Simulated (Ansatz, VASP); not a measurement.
## Two plane-wave programs on NiO2

The input INCAR:

```
ALGO = Normal
EDIFF = 1E-6
ENCUT = 700
GGA = PS
GGA_COMPAT = False
ISIF = 2
ISMEAR = 0
LASPH = True
LCHARG = False
LREAL = False
LWAVE = False
NBANDS = 22
NELM = 120
PREC = Accurate
SIGMA = 0.05
```

File KPOINTS:

```
k-points
0
Gamma
  12 12 6
```

File POSCAR:

```
NiO2
1.0
    2.7478231521      0.0000000000      0.0000000000
   -1.3739115761      2.3796846548      0.0000000000
    0.0000000000      0.0000000000      5.1043562873
Ni O
1 2
Direct
    0.0000000000      0.0000000000      0.5000000000
    0.6666666667      0.3333333333      0.6625222406
    0.3333333333      0.6666666667      0.3374777594
```

Input for Ansatz:

```yaml
crystal:
  lattice:
    - [2.7478231521, 0.0, 0.0]
    - [-1.3739115761, 2.3796846548, 0.0]
    - [0.0, 0.0, 5.1043562873]
  atoms:
    - { symbol: Ni, position: [0.0, 0.0, 0.5] }
    - { symbol: O, position: [0.6666666667, 0.3333333333, 0.6625222406] }
    - { symbol: O, position: [0.3333333333, 0.6666666667, 0.3374777594] }
basis:
  ecutwfc: 520.0
kpoints:
  mp_grid: { grid: [12, 12, 6] }
hamiltonian:
  xc: pbesol
scf:
  occupations: { method: gaussian, width: 0.05 }
output:
  forces: true
  stress: true
  eigenvalues: true
```

Alike in both runs: task single point; functional PBEsol; k mesh 12 × 12 × 6; occupations gaussian, width 0.05 eV; no spin polarisation.

```csv
,VASP,Ansatz
version,VASP 6.6.1,Ansatz 0.2.0
potentials or method,"VASP PAW PBE potentials, release 64 (Ni_sv_GW, O), cutoff 700 eV","scalar-relativistic, plane waves, PAW"
valence electrons in the cell,30,30
```

|  | VASP | Ansatz | Ansatz less VASP |
| --- | --- | --- | --- |
| gap on the k mesh at the Fermi level (eV) | 1.17 | 1.18 | +0.010 |
| least direct gap on the mesh (eV) | 1.62 | 1.63 | +0.007 |
| pressure (GPa) | 23.0 | 23.0 | +0.05 |
| traceless stress, the component that is largest in VASP (GPa) | -2.42 | -1.70 | +0.713 |
| rms of the force components (eV/Å) | 1.288 | 1.264 | -0.0239 |

VASP's potentials were made for PBE, not for PBEsol. Atom by atom the forces differ by 0.024 eV/Å (rms over components).
